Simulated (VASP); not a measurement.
# CaO (P2_1/m) in VASP: further runs

Runs on CaO. Level: PBE. Tasks: single point.

Everything below comes from runs of VASP 6.6.1. Logs are shortened: lines on timing, memory, paths and dates and some standing lists are left out, and cuts for length are marked.

## Step 1: The cell of the first run

Symmetry: P2_1/m, No. 11, monoclinic system. Conventional cell: a = 3.923 Å, b = 4.785 Å, c = 3.993 Å, α = 90.00°, β = 118.27°, γ = 90.00°. Ca (site symmetry m) has 5 O at 2.26 to 2.39 Å within 3.0 Å. Within 3.0 Å of O (site symmetry m) lie 5 Ca at 2.26 to 2.39 Å.

## Step 2: Single point, PBE (strain -0.0400 x Voigt [0, 0, 0, 0, 0, 1])

INCAR reads:

```
ALGO = Normal
EDIFF = 1E-6
ENCUT = 520
GGA = PE
ISIF = 2
ISMEAR = 0
LASPH = T
LCHARG = F
LREAL = F
LWAVE = F
NBANDS = 24
NELM = 80
PREC = Accurate
SIGMA = 0.05
```

KPOINTS reads:

```
k-points
0
Gamma
  9 9 6
```

POSCAR reads:

```
CaO
1.0
    3.9919758245     -0.0798395165      0.0000000000
   -2.0651309617      3.4970722336      0.0000000000
    0.0000000000      0.0000000000      4.7848400100
Ca O
2 2
Direct
    0.3333333333      0.6666666667      0.7500000000
    0.6666666667      0.3333333333      0.2500000000
    0.3333333333      0.6666666667      0.2500000000
    0.6666666667      0.3333333333      0.7500000000
```

Potentials or basis: VASP PAW PBE potentials, release 64 (Ca_sv, O).

Started as:

```
$ cat potpaw_PBE.64/Ca_sv/POTCAR potpaw_PBE.64/O/POTCAR > POTCAR
$ mpirun -np 1 vasp_std > vasp.out
```

OUTCAR:

```text
EDIFF = 1E-6
   ENCUT = 520
   GGA = PE
   ISIF = 2
   ISMEAR = 0
   LASPH = T
   LREAL = F
   NELM = 80
   PREC = Accurate

 ion  position               nearest neighbor table
   1  0.333  0.667  0.750-   4 2.26   4 2.31   4 2.34   3 2.39   3 2.39
   2  0.667  0.333  0.250-   3 2.26   3 2.31   3 2.34   4 2.39   4 2.39
   3  0.333  0.667  0.250-   2 2.26   2 2.31   2 2.34   1 2.39   1 2.39
   4  0.667  0.333  0.750-   1 2.26   1 2.31   1 2.34   2 2.39   2 2.39

  LATTYP: Found a simple monoclinic cell.
 ALAT       =     3.9230358867
 B/A-ratio  =     1.2196778587
 C/A-ratio  =     1.0177766034
 COS(beta)  =    -0.4736455831

  Lattice vectors:

 A1 = (   1.9268448628,   3.4172327171,   0.0000000000)
 A2 = (   0.0000000000,   0.0000000000,  -4.7848400100)
 A3 = (  -3.9919758245,   0.0798395165,   0.0000000000)

Analysis of symmetry for initial positions (statically):
=====================================================================
 Subroutine PRICEL returns:
 Original cell was already a primitive cell.

 Routine SETGRP: Setting up the symmetry group for a
 simple monoclinic supercell.

 Subroutine GETGRP returns: Found  4 space group operations
 (whereof  2 operations were pure point group operations)
 out of a pool of  4 trial point group operations.

The static configuration has the point symmetry S_2 .
 The point group associated with its full space group is C_2h.

Analysis of symmetry for dynamics (positions and initial velocities):
=====================================================================
 Subroutine PRICEL returns:
 Original cell was already a primitive cell.

 Routine SETGRP: Setting up the symmetry group for a
 simple monoclinic supercell.

 Subroutine GETGRP returns: Found  4 space group operations
 (whereof  2 operations were pure point group operations)
 out of a pool of  4 trial point group operations.

The dynamic configuration has the point symmetry S_2 .
 The point group associated with its full space group is C_2h.

 Subroutine INISYM returns: Found  4 space group operations
 (whereof  2 operations are pure point group operations),
 and found     1 'primitive' translations

----------------------------------------------------------------------------------------

                                     Primitive cell

  volume of cell :      66.0085

  direct lattice vectors                    reciprocal lattice vectors
     3.991975824 -0.079839516  0.000000000     0.253496472  0.149697626  0.000000000
    -2.065130962  3.497072234  0.000000000     0.005787423  0.289371142  0.000000000
     0.000000000  0.000000000  4.784840010     0.000000000  0.000000000  0.208993404

  length of vectors
     3.992774140  4.061315070  4.784840010     0.294397419  0.289429011  0.208993404

  position of ions in fractional coordinates (direct lattice)
     0.333333333  0.666666667  0.750000000
     0.666666667  0.333333333  0.250000000
     0.333333333  0.666666667  0.250000000
     0.666666667  0.333333333  0.750000000

  ion indices of the primitive-cell ions
   primitive index   ion index
                 1           1
                 2           2
                 3           3
                 4           4

----------------------------------------------------------------------------------------

 KPOINTS: k-points

Automatic generation of k-mesh.
 Grid dimensions read from file:
 generate k-points for:    9    9    6

 Generating k-lattice:

  Cartesian coordinates                     Fractional coordinates (reciprocal lattice)
     0.028166275  0.016633070  0.000000000     0.111111111  0.000000000  0.000000000
     0.000643047  0.032152349  0.000000000     0.000000000  0.111111111  0.000000000
     0.000000000  0.000000000  0.034832234     0.000000000  0.000000000  0.166666667

  Length of vectors
     0.032710824  0.032158779  0.034832234

  Shift w.r.t. Gamma in fractional coordinates (k-lattice)
     0.000000000  0.000000000  0.000000000

 Subroutine IBZKPT returns following result:
 ===========================================

 Found    164 irreducible k-points:

 Following reciprocal coordinates:
            Coordinates               Weight
  0.000000  0.000000  0.000000      1.000000
  0.111111 -0.000000  0.000000      2.000000
  0.222222 -0.000000  0.000000      2.000000
  0.333333  0.000000  0.000000      2.000000
  0.444444 -0.000000  0.000000      2.000000
  0.000000  0.111111  0.000000      2.000000
[... 16 lines left out ...]
 -0.111111  0.222222  0.000000      2.000000
  0.000000  0.333333  0.000000      2.000000
 [... further k-points ...]
   k-points           NKPTS =    164   k-points in BZ     NKDIM =    164   number of bands    NBANDS=     24
   number of dos      NEDOS =    301   number of ions     NIONS =      4
   total plane-waves  NPLWV =  32400
   dimension x,y,z NGX =    30 NGY =   30 NGZ =   36
   dimension x,y,z NGXF=    60 NGYF=   60 NGZF=   72
   ions per type =               2   2
   NGX,Y,Z   is equivalent  to a cutoff of  12.49, 12.28, 12.51 a.u.
   NGXF,Y,Z  is equivalent  to a cutoff of  24.98, 24.56, 25.02 a.u.
 SYSTEM =  unknown system
   PREC   = accura    normal or accurate (medium, high low for compatibility)
   ISTART =      0    job   : 0-new  1-cont  2-samecut
   ICHARG =      2    charge: 1-file 2-atom 10-const
   ISPIN  =      1    spin polarized calculation?
   LNONCOLLINEAR =      F non collinear calculations
   LSORBIT =      F    spin-orbit coupling
   LASPH  =      T    aspherical Exc in radial PAW
   ENCUT  =  520.0 eV  38.22 Ry    6.18 a.u.   7.42  7.55  8.90*2*pi/ulx,y,z
   NELM   =     80;   NELMIN=  2; NELMDL= -5     # of ELM steps
   EDIFF  = 0.1E-05   stopping-criterion for ELM
   LREAL  =      F    real-space projection
   EDIFFG = 0.1E-04   stopping-criterion for IOM
   NSW    =      0    number of steps for IOM
   IBRION =     -1    ionic relax: 0-MD 1-quasi-New 2-CG
   NFREE  =      0    steps in history (QN), initial steepest desc. (CG)
   ISIF   =      2    stress and relaxation
   ISYM   =      2    0-nonsym 1-usesym 2-fastsym
   POTIM  = 0.5000    time-step for ionic-motion
   TEBEG  =    0.0;   TEEND  =   0.0 temperature during run
   PSTRESS=    0.0 pullay stress
   NELECT =      32.0000    total number of electrons
   NUPDOWN=      -1.0000    fix difference up-down
   EMIN   =  10.00;   EMAX   =-10.00  energy-range for DOS
   EFERMI =   0.00;   METHOD = LEGACY
   ISMEAR =     0;   SIGMA  =   0.05  broadening in eV -4-tet -1-fermi 0-gaus
   EFERMI_NEDOS =   21; number of points for ismear=-14 and -15
   IALGO  =     38    algorithm
   IMIX   =      4    mixing-type and parameters
     AMIX     =   0.40;   BMIX     =  1.00
     AMIX_MAG =   1.60;   BMIX_MAG =  1.00
  volume/ion in A,a.u.               =      16.50       111.36
  Fermi-wavevector in a.u.,A,eV,Ry     =   1.286051  2.430284 22.503038  1.653927
  Thomas-Fermi vector in A             =   2.418148
   LORBIT       =      0    0 simple, 1 ext, 2 COOP (PROOUT), +10 PAW based schemes
   GGA     = PE    functional components
   LHFCALC =     F    Hartree Fock is set to
   AEXX    =    0.0000 exact exchange contribution
   IVDW    =     0    specifies the selected vdW correction
   LEPSILON=     F    determine dielectric tensor
   LRPA    =     F    only Hartree local field effects (RPA)
 non-spin polarized calculation
 Gauss-broadening in eV      SIGMA  =   0.05
  energy-cutoff  :      520.00
  volume of cell :       66.01
 maximum number of plane-waves:      1799
 NGX is ok and might be reduce to    30
   NGX = 15   NGY = 15   NGZ = 17

 number of electron      31.9999989 magnetization

 Free energy of the ion-electron system (eV)
  ---------------------------------------------------
  ext. energy  EPLUGINS =         0.00000000
  ---------------------------------------------------
  free energy    TOTEN  =       -25.33156675 eV

  energy without entropy =      -25.33156675  energy(sigma->0) =      -25.33156675

 E-fermi :   1.5458     XC(G=0):  -9.3966

 val. band max:        1.3447356704   @ k =   0.0000   0.0000   0.0000
 cond. band min:       4.5110080699   @ k =   0.0000   0.0000   0.0000
 fundamental gap:      3.1662723994
 Fermi energy:         1.5458287208

 k-point     1 :       0.0000    0.0000    0.0000
  band No.  band energies     occupation
      1     -36.3056      2.00000
      2     -36.1746      2.00000
      3     -17.6438      2.00000
      4     -17.4104      2.00000
      5     -17.3994      2.00000
      6     -17.2117      2.00000
[... 16 lines left out ...]
     23       9.7162      0.00000
     24       9.8296      0.00000

 k-point     2 :       0.1111   -0.0000    0.0000
  band No.  band energies     occupation
      1     -36.3002      2.00000
      2     -36.1766      2.00000
      3     -17.6263      2.00000
      4     -17.4656      2.00000
      5     -17.4119      2.00000
      6     -17.2761      2.00000
[... 16 lines left out ...]
     23       9.5715      0.00000
     24       9.7935      0.00000

 k-point     3 :       0.2222   -0.0000    0.0000
  band No.  band energies     occupation
      1     -36.2856      2.00000
      2     -36.1828      2.00000
      3     -17.5983      2.00000
      4     -17.5769      2.00000
      5     -17.4509      2.00000
      6     -17.4192      2.00000
[... 16 lines left out ...]
     23       9.5086      0.00000
     24       9.6496      0.00000

 k-point     4 :       0.3333    0.0000    0.0000
  band No.  band energies     occupation
      1     -36.2654      2.00000
      2     -36.1934      2.00000
      3     -17.7393      2.00000
      4     -17.5870      2.00000
      5     -17.5055      2.00000
      6     -17.4671      2.00000
[... 16 lines left out ...]
     23       9.5605      0.00000
     24       9.8222      0.00000

 k-point     5 :       0.4444   -0.0000    0.0000
  band No.  band energies     occupation
      1     -36.2467      2.00000
      2     -36.2058      2.00000
      3     -17.8268      2.00000
      4     -17.6771      2.00000
      5     -17.4866      2.00000
      6     -17.4350      2.00000
[... 451 lines left out ...]
 k-point    22 :      -0.2222    0.2222    0.0000
  band No.  band energies     occupation
      1     -36.2882      2.00000
      2     -36.1824      2.00000
      3     -17.5843      2.00000
      4     -17.5731      2.00000
      5     -17.4482      2.00000
      6     -17.4099      2.00000
[... 16 lines left out ...]
     23       9.6397      0.00000
     24       9.6952      0.00000

 k-point    23 :      -0.1111    0.2222    0.0000
  band No.  band energies     occupation
      1     -36.2921      2.00000
      2     -36.1805      2.00000
      3     -17.5980      2.00000
      4     -17.5299      2.00000
      5     -17.4407      2.00000
      6     -17.3752      2.00000
[... 16 lines left out ...]
     23       9.5180      0.00000
     24       9.8838      0.00000

 k-point    24 :       0.0000    0.3333    0.0000
  band No.  band energies     occupation
      1     -36.2681      2.00000
      2     -36.1924      2.00000
      3     -17.7196      2.00000
      4     -17.5875      2.00000
      5     -17.5141      2.00000
      6     -17.4551      2.00000
[... 16 lines left out ...]
     23       9.5648      0.00000
     24       9.7412      0.00000

 [... further k-points ...]
[... 5 lines left out ...]
  --------------------------------------------------------------------------------------
  -------------------------------------------------------------------------------------
  Total        0.6417714      0.6011078      0.7205940      0.6758979      0.0000000      0.0000000
  in kB       15.5772518     14.5902542     17.4904547     16.4055805      0.0000000      0.0000000
  external PRESSURE =      15.8859869 kB  Pullay stress =       0.0000000 kB

 VOLUME and BASIS-vectors are now :
 -----------------------------------------------------------------------------
  energy-cutoff  :      520.00
  volume of cell :       66.01
      direct lattice vectors                 reciprocal lattice vectors
     3.991975824 -0.079839516  0.000000000     0.253496472  0.149697626  0.000000000
    -2.065130962  3.497072234  0.000000000     0.005787423  0.289371142  0.000000000
     0.000000000  0.000000000  4.784840010     0.000000000  0.000000000  0.208993404

 POSITION                                       TOTAL-FORCE (eV/Angst)
 -----------------------------------------------------------------------------------
     -0.04610      2.30477      3.58863         0.258905      0.015311      0.000000
      1.97294      1.11246      1.19621        -0.258905     -0.015311      0.000000
     -0.04610      2.30477      1.19621         0.200452      0.014273      0.000000
      1.97294      1.11246      3.58863        -0.200452     -0.014273      0.000000
 -----------------------------------------------------------------------------------
    total drift:                                0.000000      0.000000     -0.000000

  FREE ENERGIE OF THE ION-ELECTRON SYSTEM (eV)
  ---------------------------------------------------
  free  energy   TOTEN  =       -25.3315667474 eV

  energy  without entropy=      -25.3315667474  energy(sigma->0) =      -25.33156675
```

Run time: 6.7 min. Hardware: 1 thread of Oxide Virtual Turin-like, shared host; peak memory 0.3 GiB.

Results:

```
Free energy            : -25.3316 eV
Pressure               : 1.6 GPa
Largest force          : 0.259 eV/Å
Band gap on the k mesh : 3.17 eV, direct
```

Forces on the atoms (eV/Å):
```
Ca   0.259  0.015  0.000
Ca  -0.259 -0.015  0.000
O    0.200  0.014  0.000
O   -0.200 -0.014  0.000
```

Stress tensor (GPa, compression positive):
```
1.56 1.64 0.00
1.64 1.46 0.00
0.00 0.00 1.75
```

Caveat: the cell differs from its parent crystal (strain -0.0400 x Voigt [0, 0, 0, 0, 0, 1]).

## Step 3: Single point, PBE (strain +0.0300 x Voigt [0, 0, 0, 0, 0, 1])

INCAR reads:

```
SYSTEM = CaO
ALGO     = Normal         ! electronic algorithm
EDIFF    = 1E-6           ! SCF threshold, eV
ENCUT    = 520            ! plane-wave cutoff, eV
GGA      = PE             ! functional
ISIF     = 2              ! what is computed and relaxed
ISMEAR   = 0              ! smearing method
LASPH    = .TRUE.         ! aspherical terms in the spheres
LCHARG   = .FALSE.        ! write CHGCAR
LREAL    = .FALSE.        ! projectors in reciprocal space
LWAVE    = .FALSE.        ! write WAVECAR
NBANDS   = 24             ! bands
NELM     = 60             ! most SCF steps
PREC     = Accurate       ! precision mode
SIGMA    = 0.05           ! smearing width, eV
```

KPOINTS reads:

```
k-points
0
G
  9 9 6
  0 0 0
```

Edit POSCAR of step 2 so:

```diff
@@ -2,4 +2,4 @@
 1.0
-    3.9919758245     -0.0798395165      0.0000000000
-   -2.0651309617      3.4970722336      0.0000000000
+    3.9919758245      0.0598796373      0.0000000000
+   -1.9441306251      3.4272126566      0.0000000000
     0.0000000000      0.0000000000      4.7848400100
```

Potentials or basis: VASP PAW PBE potentials, release 64 (Ca_sv, O).

Started as:

```
$ cat potpaw_PBE.64/Ca_sv/POTCAR potpaw_PBE.64/O/POTCAR > POTCAR
$ mpirun -np 1 vasp_std > vasp.out
```

Wall time 5.7 min (1 thread of Oxide Virtual Turin-like, shared host); peak memory 0.3 GiB.

The run converged. Its results:

```yaml
Free_energy: -25.3376 eV
Pressure: 1.5 GPa
Largest_force: 0.194 eV/Å
Band_gap_on_the_k_mesh: 3.16 eV, direct
```

Forces in eV/Å, atoms in the order of the input:
```
Ca  -0.194  0.009  0.000
Ca   0.194 -0.009  0.000
O   -0.150  0.008  0.000
O    0.150 -0.008  0.000
```

Stress tensor (GPa, compression positive):
```
 1.46 -1.23  0.00
-1.23  1.40  0.00
 0.00  0.00  1.73
```

Levels at points of the mesh, in eV from the valence-band top:
```tsv
k point	band 14	band 15	band 16	band 17	band 18	band 19
(0.00, 0.00, 0.00)	-1.12	-1.09	0.00	3.16	6.12	6.15
(0.00, 0.00, 0.50)	-1.31	-1.26	-1.26	4.97	4.97	7.74
```

Caveat: the cell differs from its parent crystal (strain +0.0300 x Voigt [0, 0, 0, 0, 0, 1]).

## Step 4: Single point, PBE (strain -0.0200 x Voigt [0, 0, 0, 0, 0, 1])

INCAR reads:

```
SYSTEM = CaO
  PREC = Accurate
  ENCUT = 520
  EDIFF = 1E-7
  ISMEAR = 0
  SIGMA = 0.05
  LREAL = .FALSE.
  LASPH = .TRUE.
  NELM = 60
  ALGO = Normal
  ISIF = 2
  LWAVE = .FALSE.
  LCHARG = .TRUE.
  GGA = PE
  LELF = .TRUE.
  LVHAR = .TRUE.
  NBANDS = 24
```

KPOINTS reads:

```
Automatic mesh
0
G
  9 9 6
  0 0 0
```

Edit POSCAR of step 3 so:

```diff
@@ -2,4 +2,4 @@
 1.0
-    3.9919758245      0.0598796373      0.0000000000
-   -1.9441306251      3.4272126566      0.0000000000
+    3.9919758245     -0.0399197583      0.0000000000
+   -2.0305594370      3.4771123544      0.0000000000
     0.0000000000      0.0000000000      4.7848400100
```

Potentials or basis: VASP PAW PBE potentials, release 64 (Ca_sv, O).

Started as:

```
$ cat potpaw_PBE.64/Ca_sv/POTCAR potpaw_PBE.64/O/POTCAR > POTCAR
$ mpirun -np 1 vasp_std > vasp.out
```

OUTCAR:

```text
SYSTEM = CaO
   PREC = Accurate
   ENCUT = 520
   EDIFF = 1E-7
   ISMEAR = 0
   LREAL = .FALSE.
   LASPH = .TRUE.
   NELM = 60
   ISIF = 2
   GGA = PE

 ion  position               nearest neighbor table
   1  0.333  0.667  0.750-   4 2.28   4 2.30   4 2.32   3 2.39   3 2.39
   2  0.667  0.333  0.250-   3 2.28   3 2.30   3 2.32   4 2.39   4 2.39
   3  0.333  0.667  0.250-   2 2.28   2 2.30   2 2.32   1 2.39   1 2.39
   4  0.667  0.333  0.750-   1 2.28   1 2.30   1 2.32   2 2.39   2 2.39

  LATTYP: Found a simple monoclinic cell.
 ALAT       =     3.9574546350
 B/A-ratio  =     1.2090700845
[... 845 lines left out ...]
 [... further k-points ...]
[... 5 lines left out ...]
  --------------------------------------------------------------------------------------
  -------------------------------------------------------------------------------------
  Total        0.5818977      0.5716804      0.7155553      0.3374967      0.0000000      0.0000000
  in kB       14.1197436     13.8718208     17.3629438      8.1893546      0.0000000      0.0000000
  external PRESSURE =      15.1181694 kB  Pullay stress =       0.0000000 kB

 VOLUME and BASIS-vectors are now :
 -----------------------------------------------------------------------------
  energy-cutoff  :      520.00
  volume of cell :       66.03
      direct lattice vectors                 reciprocal lattice vectors
     3.991975824 -0.039919758  0.000000000     0.251973993  0.147147437  0.000000000
    -2.030559437  3.477112354  0.000000000     0.002892843  0.289284322  0.000000000
     0.000000000  0.000000000  4.784840010     0.000000000  0.000000000  0.208993404

 POSITION                                       TOTAL-FORCE (eV/Angst)
 -----------------------------------------------------------------------------------
     -0.02305      2.30477      3.58863         0.129009      0.003827      0.000000
      1.98446      1.13242      1.19621        -0.129009     -0.003827      0.000000
     -0.02305      2.30477      1.19621         0.099780      0.003568     -0.000000
      1.98446      1.13242      3.58863        -0.099780     -0.003568      0.000000
 -----------------------------------------------------------------------------------
    total drift:                                0.000000      0.000000     -0.000000

  FREE ENERGIE OF THE ION-ELECTRON SYSTEM (eV)
  ---------------------------------------------------
  free  energy   TOTEN  =       -25.3419033662 eV

  energy  without entropy=      -25.3419033662  energy(sigma->0) =      -25.34190337
```

stdout:

```text
POSCAR found type information on POSCAR CaO
 POSCAR found :  2 types and       4 ions
 scaLAPACK will be used
 LDA part: xc-table for (Slater+PW92), standard interpolation
 POSCAR, INCAR and KPOINTS ok, starting setup
 FFT: planning ... GRIDC
 FFT: planning ... GRID_SOFT
 FFT: planning ... GRID
 WAVECAR not read
 entering main loop
```

Run time: 6.2 min. Hardware: 1 thread of Oxide Virtual Turin-like, shared host; peak memory 0.3 GiB.

What came out:

| Item | Value |
| --- | --- |
| Free energy | -25.3419 eV |
| Pressure | 1.5 GPa |
| Largest force | 0.129 eV/Å |
| Band gap on the k mesh | 3.16 eV, direct |

Forces in eV/Å, atoms in the order of the input:
```
Ca   0.129  0.004  0.000
Ca  -0.129 -0.004  0.000
O    0.100  0.004  0.000
O   -0.100 -0.004  0.000
```

Levels at points of the mesh, in eV from the valence-band top:
```csv
k point,band 13,band 14,band 15,band 16,band 17,band 18,band 19,band 20
"(0.00, 0.00, 0.00)",-1.17,-1.13,-1.09,0.00,3.16,6.12,6.15,7.70
"(0.00, 0.00, 0.50)",-1.31,-1.31,-1.27,-1.27,4.97,4.97,7.75,7.75
```

Caveat: the cell differs from its parent crystal (strain -0.0200 x Voigt [0, 0, 0, 0, 0, 1]).

(Part 1 of 2 ends here.)
